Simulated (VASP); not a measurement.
# Hf (P6_3/mmc) in VASP: single point with PBE

Aim: the single point of Hf with PBE.

Program: VASP 6.6.1. These are calculated values, not measurements. Logs are shortened: lines on timing, memory, paths and dates and some standing lists are left out, and cuts for length are marked.

### 1 The cell of the first run

The structure is hexagonal, space group P6_3/mmc (No. 194). Conventional cell: a = 3.203 Å, b = 3.203 Å, c = 5.073 Å, α = 90.00°, β = 90.00°, γ = 120.00°. Hf (site symmetry -6m2) has 12 Hf at 3.14 to 3.20 Å within 4.1 Å.

### 2 Single point, PBE

The input, INCAR:

```
SYSTEM = Hf
PREC = Accurate ; ENCUT = 520
EDIFF = 1E-6 ; ISMEAR = -1
SIGMA = 0.1 ; LREAL = .False.
LASPH = .True. ; NELM = 60
ALGO = Normal ; ISIF = 2
LWAVE = .False. ; LCHARG = .False.
GGA = PE ; NBANDS = 17
```

The input, KPOINTS:

```
Automatic mesh
0
Gamma
  12 12 7
  0 0 0
```

The input, POSCAR:

```
Hf
1.0
    1.6016142152     -2.7740771949      0.0000000000
    1.6016142152      2.7740771949      0.0000000000
    0.0000000000      0.0000000000      5.0729617536
Hf
2
Direct
    0.6666666670      0.3333333330      0.2500000000
    0.3333333330      0.6666666670      0.7500000000
```

Potentials or basis: VASP PAW PBE potentials, release 64 (Hf_pv).

Run with:

```
cat potpaw_PBE.64/Hf_pv/POTCAR > POTCAR
mpirun -np 1 vasp_std > vasp.out
```

OUTCAR:

```text
SYSTEM = Hf
   PREC = Accurate
   ENCUT = 520
   EDIFF = 1E-6
   ISMEAR = -1
   LREAL = .False.
   LASPH = .True.
   NELM = 60
   ISIF = 2
   GGA = PE

 ion  position               nearest neighbor table
   1  0.667  0.333  0.250-   2 3.14   2 3.14   2 3.14   2 3.14   2 3.14   2 3.14
   2  0.333  0.667  0.750-   1 3.14   1 3.14   1 3.14   1 3.14   1 3.14   1 3.14

  LATTYP: Found a hexagonal cell.
 ALAT       =     3.2032284304
 C/A-ratio  =     1.5837027748

  Lattice vectors:

 A1 = (   1.6016142152,  -2.7740771949,   0.0000000000)
 A2 = (   1.6016142152,   2.7740771949,   0.0000000000)
 A3 = (   0.0000000000,   0.0000000000,   5.0729617536)

Analysis of symmetry for initial positions (statically):
=====================================================================
 Subroutine PRICEL returns:
 Original cell was already a primitive cell.

 Routine SETGRP: Setting up the symmetry group for a
 hexagonal supercell.

 Subroutine GETGRP returns: Found 24 space group operations
 (whereof 12 operations were pure point group operations)
 out of a pool of 24 trial point group operations.

The static configuration has the point symmetry D_3d.
 The point group associated with its full space group is D_6h.

Analysis of symmetry for dynamics (positions and initial velocities):
=====================================================================
 Subroutine PRICEL returns:
 Original cell was already a primitive cell.

 Routine SETGRP: Setting up the symmetry group for a
 hexagonal supercell.

 Subroutine GETGRP returns: Found 24 space group operations
 (whereof 12 operations were pure point group operations)
 out of a pool of 24 trial point group operations.

The dynamic configuration has the point symmetry D_3d.
 The point group associated with its full space group is D_6h.

 Subroutine INISYM returns: Found 24 space group operations
 (whereof 12 operations are pure point group operations),
 and found     1 'primitive' translations

----------------------------------------------------------------------------------------

                                     Primitive cell

  volume of cell :      45.0784

[... 74 lines left out ...]
   dimension x,y,z NGXF=    48 NGYF=   48 NGZF=   80
   ions per type =               2
   NGX,Y,Z   is equivalent  to a cutoff of  12.46, 12.46, 13.11 a.u.
   NGXF,Y,Z  is equivalent  to a cutoff of  24.91, 24.91, 26.22 a.u.
 SYSTEM =  Hf
   PREC   = accura    normal or accurate (medium, high low for compatibility)
   ISTART =      0    job   : 0-new  1-cont  2-samecut
   ICHARG =      2    charge: 1-file 2-atom 10-const
   ISPIN  =      1    spin polarized calculation?
   LNONCOLLINEAR =      F non collinear calculations
   LSORBIT =      F    spin-orbit coupling
   LASPH  =      T    aspherical Exc in radial PAW
   ENCUT  =  520.0 eV  38.22 Ry    6.18 a.u.   5.96  5.96  9.43*2*pi/ulx,y,z
   NELM   =     60;   NELMIN=  2; NELMDL= -5     # of ELM steps
   EDIFF  = 0.1E-05   stopping-criterion for ELM
   LREAL  =      F    real-space projection
   EDIFFG = 0.1E-04   stopping-criterion for IOM
   NSW    =      0    number of steps for IOM
   IBRION =     -1    ionic relax: 0-MD 1-quasi-New 2-CG
   NFREE  =      0    steps in history (QN), initial steepest desc. (CG)
   ISIF   =      2    stress and relaxation
   ISYM   =      2    0-nonsym 1-usesym 2-fastsym
   POTIM  = 0.5000    time-step for ionic-motion
   TEBEG  =    0.0;   TEEND  =   0.0 temperature during run
   PSTRESS=    0.0 pullay stress
   NELECT =      20.0000    total number of electrons
   NUPDOWN=      -1.0000    fix difference up-down
   EMIN   =  10.00;   EMAX   =-10.00  energy-range for DOS
   EFERMI =   0.00;   METHOD = LEGACY
   ISMEAR =    -1;   SIGMA  =   0.10  broadening in eV -4-tet -1-fermi 0-gaus
   EFERMI_NEDOS =   21; number of points for ismear=-14 and -15
   IALGO  =     38    algorithm
   IMIX   =      4    mixing-type and parameters
     AMIX     =   0.40;   BMIX     =  1.00
     AMIX_MAG =   1.60;   BMIX_MAG =  1.00
  volume/ion in A,a.u.               =      22.54       152.10
  Fermi-wavevector in a.u.,A,eV,Ry     =   1.248616  2.359542 21.212045  1.559041
  Thomas-Fermi vector in A             =   2.382694
   LORBIT       =      0    0 simple, 1 ext, 2 COOP (PROOUT), +10 PAW based schemes
   GGA     = PE    functional components
   LHFCALC =     F    Hartree Fock is set to
   AEXX    =    0.0000 exact exchange contribution
   IVDW    =     0    specifies the selected vdW correction
   LEPSILON=     F    determine dielectric tensor
   LRPA    =     F    only Hartree local field effects (RPA)
 non-spin polarized calculation
  energy-cutoff  :      520.00
  volume of cell :       45.08
 maximum number of plane-waves:      1233
 NGX is ok and might be reduce to    24
   NGX = 11   NGY = 11   NGZ = 19

 number of electron      20.0000005 magnetization

 Free energy of the ion-electron system (eV)
  ---------------------------------------------------
  ext. energy  EPLUGINS =         0.00000000
  ---------------------------------------------------
  free energy    TOTEN  =       -19.87611188 eV

  energy without entropy =      -19.81972899  energy(sigma->0) =      -19.84792043

 E-fermi :   4.8517     XC(G=0): -11.2492

 val. band max:        4.8248054894   @ k =   0.3333   0.2500   0.2857
 cond. band min:       4.8525726575   @ k =   0.3333   0.3333   0.2857
 fundamental gap:      0.0277671681
 Fermi energy:         4.8517353220

 k-point     1 :       0.0000    0.0000    0.0000
  band No.  band energies     occupation
      1     -26.2077      2.00000
      2     -25.4870      2.00000
      3     -25.4870      2.00000
      4     -25.3640      2.00000
      5     -25.3629      2.00000
      6     -25.3629      2.00000
[... 457 lines left out ...]
      4     -25.6083      2.00000
      5     -25.4860      2.00000
      6     -25.4367      2.00000
[... 9 lines left out ...]
     16       9.3406      0.00000
     17      10.9935      0.00000

 [... further k-points ...]
[... 5 lines left out ...]
  --------------------------------------------------------------------------------------
  -------------------------------------------------------------------------------------
  Total       -0.0980932     -0.0980932     -0.1322001      0.0000000      0.0000000      0.0000000
  in kB       -3.4864342     -3.4864342     -4.6986619      0.0000000      0.0000000      0.0000000
  external PRESSURE =      -3.8905101 kB  Pullay stress =       0.0000000 kB

 VOLUME and BASIS-vectors are now :
 -----------------------------------------------------------------------------
  energy-cutoff  :      520.00
  volume of cell :       45.08
      direct lattice vectors                 reciprocal lattice vectors
     1.601614215 -2.774077195  0.000000000     0.312185041 -0.180240118  0.000000000
     1.601614215  2.774077195  0.000000000     0.312185041  0.180240118  0.000000000
     0.000000000  0.000000000  5.072961754     0.000000000  0.000000000  0.197123505

 POSITION                                       TOTAL-FORCE (eV/Angst)
 -----------------------------------------------------------------------------------
      1.60161     -0.92469      1.26824        -0.000000      0.000000      0.000000
      1.60161      0.92469      3.80472         0.000000     -0.000000      0.000000
 -----------------------------------------------------------------------------------
    total drift:                               -0.000000      0.000000     -0.000000

  FREE ENERGIE OF THE ION-ELECTRON SYSTEM (eV)
  ---------------------------------------------------
  free  energy   TOTEN  =       -19.8761118791 eV

  energy  without entropy=      -19.8197289892  energy(sigma->0) =      -19.84792043
```

OSZICAR:

```text
N       E                     dE             d eps       ncg     rms          rms(c)
DAV:   1     0.495657094636E+02    0.49566E+02   -0.11402E+04  2600   0.111E+03
DAV:   2    -0.187252179275E+02   -0.68291E+02   -0.66548E+02  3404   0.248E+02
DAV:   3    -0.205805877750E+02   -0.18554E+01   -0.18295E+01  3317   0.270E+01
DAV:   4    -0.205977383990E+02   -0.17151E-01   -0.17121E-01  3294   0.300E+00
DAV:   5    -0.205979073797E+02   -0.16898E-03   -0.16896E-03  3379   0.270E-01    0.647E+01
DAV:   6    -0.200691225588E+02    0.52878E+00   -0.49935E-01  3105   0.454E+00    0.383E+01
DAV:   7    -0.198866118505E+02    0.18251E+00   -0.83950E-01  3125   0.564E+00    0.185E+00
DAV:   8    -0.198760166291E+02    0.10595E-01   -0.53915E-02  3021   0.151E+00    0.317E-01
DAV:   9    -0.198761231111E+02   -0.10648E-03   -0.11591E-03  3533   0.242E-01    0.189E-01
DAV:  10    -0.198761085462E+02    0.14565E-04   -0.62458E-05  3043   0.525E-02    0.227E-01
DAV:  11    -0.198761117590E+02   -0.32129E-05   -0.61969E-06  3302   0.180E-02    0.136E-02
DAV:  12    -0.198761118791E+02   -0.12003E-06   -0.40414E-07  1809   0.436E-03
   1 F= -.19876112E+02 E0= -.19847920E+02  d E =-.563829E-01
```

stdout:

```text
POSCAR found type information on POSCAR Hf
 POSCAR found :  1 types and       2 ions
 scaLAPACK will be used
 LDA part: xc-table for (Slater+PW92), standard interpolation
 POSCAR, INCAR and KPOINTS ok, starting setup
 FFT: planning ... GRIDC
 FFT: planning ... GRID_SOFT
 FFT: planning ... GRID
 WAVECAR not read
 entering main loop
```

Wall time 23 s (1 thread of AMD EPYC 9R45 (Zen 5), shared host); peak memory 0.16 GiB.

What came out:

```
Free energy            : -19.8761 eV
Pressure               : -0.4 GPa
Band gap on the k mesh : zero (band 10 reaches 6.05 eV, above the bottom of band 11 at 4.54 eV)
```

Stress tensor (GPa, compression positive):
```
-0.35  0.00  0.00
 0.00 -0.35  0.00
 0.00  0.00 -0.47
```

Levels at points of the mesh, in eV from the Fermi level:
```
           k point  band 7  band 8  band 9  band 10  band 11  band 12  band 13  band 14
(0.00, 0.00, 0.00)   -7.34   -3.67    0.62     1.20     1.20     1.46     2.01     2.01
(0.50, 0.00, 0.00)   -3.32   -2.71   -2.19    -0.79     0.82     0.87     1.68     5.86
```

Caveat: spin-orbit coupling is left out, which moves the levels of the heavy elements.
